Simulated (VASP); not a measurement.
Crystal: HfB.

```
CELL_PARAMETERS angstrom
0.00000 2.26284 2.26284
2.26284 0.00000 2.26284
2.26284 2.26284 0.00000
ATOMIC_POSITIONS crystal
Hf 0.50000 0.50000 0.50000
B 0.00000 0.00000 0.00000
```

This cell differs from its parent crystal: volume scaled by 0.94.

Base run:

| Item | Value |
| --- | --- |
| Program | VASP 6.6.1 |
| Functional | PBE |
| Potentials or basis | VASP PAW PBE potentials, release 64 (Hf_pv, B) |
| Cutoff | 520 eV |
| k mesh | 10 × 10 × 10 |
| Occupations | fermi-dirac, width 0.05 eV |
| Spin | no spin polarisation |

Its results: pressure 49.9 GPa.

Q: After a change of settings the same cell gave: pressure 43.0 GPa. Which change was it?
A. further incar settings from ALGO = Normal; EDIFF = 1e-07; NBANDS = 14 to ALGO = Normal; EDIFF = 1e-06; NBANDS = 14
B. functional from PBE to LDA; potentials or basis from VASP PAW PBE potentials, release 64 (Hf_pv, B) to VASP PAW LDA potentials, release 64 (Hf_pv, B)
C. functional from PBE to PBEsol
D. functional from PBE to r2SCAN

A: C.

PBEsol binds more tightly than PBE, so the same cell stands under less pressure.

Caveats: the PAW data sets were made with another functional, which shifts forces and pressure a little (some runs).
